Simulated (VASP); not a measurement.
Se, 1 atom in the cell. The typed cell holds 1 atom: a = 2.439 Å, b = 2.439 Å, c = 2.439 Å, α = 90.00°, β = 90.00°, γ = 90.00°. This isn't the form of Se at room conditions, which is trigonal, of chains.

| Property | Result |
| --- | --- |
| Program | VASP 6.6.1 |
| Task | relaxation of shape and atoms at fixed volume |
| Functional | PBE |
| Potentials or basis | VASP PAW PBE potentials, release 64 (Se) |
| Cutoff | 600 eV |
| k mesh | 18 × 18 × 18 |
| Occupations | gaussian, width 0.05 eV |
| Spin | no spin polarisation |
| Dipole correction | no |
| Further INCAR settings | ALGO = Normal; EDIFF = 1e-06; IBRION = 2; EDIFFG = -0.01; NSW = 60; ISIF = 4 |

Potentials or basis: VASP PAW PBE potentials, release 64 (Se).

Launch:

```sh
$ cat potpaw_PBE.64/Se/POTCAR > POTCAR
$ mpirun -np 1 vasp_std > vasp.out
```

Hardware: 1 thread of Intel(R) Xeon(R) Platinum 8488C (Sapphire Rapids), with other jobs on the host.

Estimate the wall time of this run.

Run time: 22 s on 1 thread of Intel(R) Xeon(R) Platinum 8488C (Sapphire Rapids), on a shared host, peak memory 0.19 GiB. Counts: scf iterations 10, k points 580, ion steps 1.
